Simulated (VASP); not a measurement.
A run of VASP 6.6.1 is set up as follows.

Contents of POSCAR:

```
Sr
1.0
   -2.3886250000      2.3886250000      2.4250000000
    2.3886250000     -2.3886250000      2.4250000000
    2.3886250000      2.3886250000     -2.4250000000
Sr
1
Direct
    0.0000000000      0.0000000000      0.0000000000
```

File INCAR.step1:

```
ALGO = Normal ; EDIFF = 1E-4
ENCUT = 520 ; GGA = PE
ISMEAR = 0 ; LASPH = True
LCHARG = False ; LREAL = False
LWAVE = True ; NBANDS = 11
NELM = 100 ; PREC = Accurate
SIGMA = 0.15
```

INCAR.step2

```
ALGO = Normal ; EDIFF = 1E-6
ENCUT = 520 ; ISIF = 2
ISMEAR = 0 ; ISTART = 1
LASPH = True ; LCHARG = False
LMIXTAU = True ; LREAL = False
LWAVE = False ; METAGGA = R2SCAN
NBANDS = 11 ; NELM = 100
PREC = Accurate ; SIGMA = 0.15
```

File KPOINTS:

```
k-points
0
Gamma
  14 14 14
```

Potentials or basis: VASP PAW PBE potentials, release 64 (Sr_sv).

The run is started by

```bash
$ cat potpaw_PBE.64/Sr_sv/POTCAR > POTCAR
$ cp INCAR.step1 INCAR
$ mpirun -np 1 vasp_std > vasp.out
$ cp INCAR.step2 INCAR
$ mpirun -np 1 vasp_std > vasp.out
```

(1) Predict the band gap on the k mesh.

(2) Estimate the pressure.

Answers

(1) zero (band 5 reaches 1.87 eV, above the bottom of band 6 at 1.51 eV).

(2) 0.1 GPa.

Caveat: the cell differs from its parent crystal (strain -0.015 along x and y, +0.000 along z); the PAW data sets were made with another functional, which shifts forces and pressure a little.
